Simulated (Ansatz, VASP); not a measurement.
**Pt: VASP beside Ansatz**

Contents of POSCAR:

```
Pt
1.0
   -1.6165709830      1.6165709830      1.5694863913
    1.6165709830     -1.6165709830      1.5694863913
    1.6165709830      1.6165709830     -1.5694863913
Pt
1
Direct
    0.0000000000      0.0000000000      0.0000000000
```

Contents of INCAR.step1:

```
PREC = Accurate ; ENCUT = 520
ISMEAR = 0 ; SIGMA = 0.15
LREAL = False ; LASPH = True
NELM = 100 ; NBANDS = 11
GGA = PE ; ALGO = Normal
EDIFF = 1E-4 ; LWAVE = True
LCHARG = False
```

File INCAR.step2:

```
PREC = Accurate ; ENCUT = 520
EDIFF = 1E-6 ; ISMEAR = 0
SIGMA = 0.15 ; LREAL = False
LASPH = True ; NELM = 100
ALGO = Normal ; ISIF = 2
LWAVE = False ; LCHARG = False
METAGGA = R2SCAN ; LMIXTAU = True
NBANDS = 11 ; ISTART = 1
```

KPOINTS

```
Automatic mesh
0
Gamma
  26 26 26
```

Input for Ansatz:

```yaml
crystal:
  lattice:
    - [-1.616570983, 1.616570983, 1.5694863913]
    - [1.616570983, -1.616570983, 1.5694863913]
    - [1.616570983, 1.616570983, -1.5694863913]
  atoms:
    - { symbol: Pt, position: [0.0, 0.0, 0.0] }
basis:
  ecutwfc: 500
kpoints:
  mp_grid: { grid: [26, 26, 26] }
hamiltonian:
  xc: r2scan
scf:
  occupations: { method: gaussian, width: 0.15 }
output:
  forces: true
  stress: true
  eigenvalues: true
```

Change from the starting cell: strain +0.030 along x and y, +0.000 along z, atoms carried along.

Alike in both runs: task single point; functional r2SCAN; k mesh 26 × 26 × 26; occupations gaussian, width 0.15 eV; no spin polarisation.

```csv
,VASP,Ansatz
version,VASP 6.6.1,Ansatz 0.2.0
potentials or method,"VASP PAW PBE potentials, release 64 (Pt), cutoff 520 eV","scalar-relativistic, plane waves, PAW"
valence electrons in the cell,10,18
```

|  | VASP | Ansatz | Ansatz less VASP |
| --- | --- | --- | --- |
| gap on the k mesh at the Fermi level (eV) | none | none | - |
| pressure (GPa) | -12.6 | -13.0 | -0.43 |
| traceless stress, the component that is largest in VASP (GPa) | -1.59 | -1.57 | +0.012 |

VASP's potentials were made for PBE, not for r2SCAN. A gap of «none» marks a metal or a gap that the smearing closes. VASP's potentials hold 10 valence electrons a cell and Ansatz's 18, so a difference there can come from the potentials and not from the codes.

Neither program's run includes spin-orbit coupling.
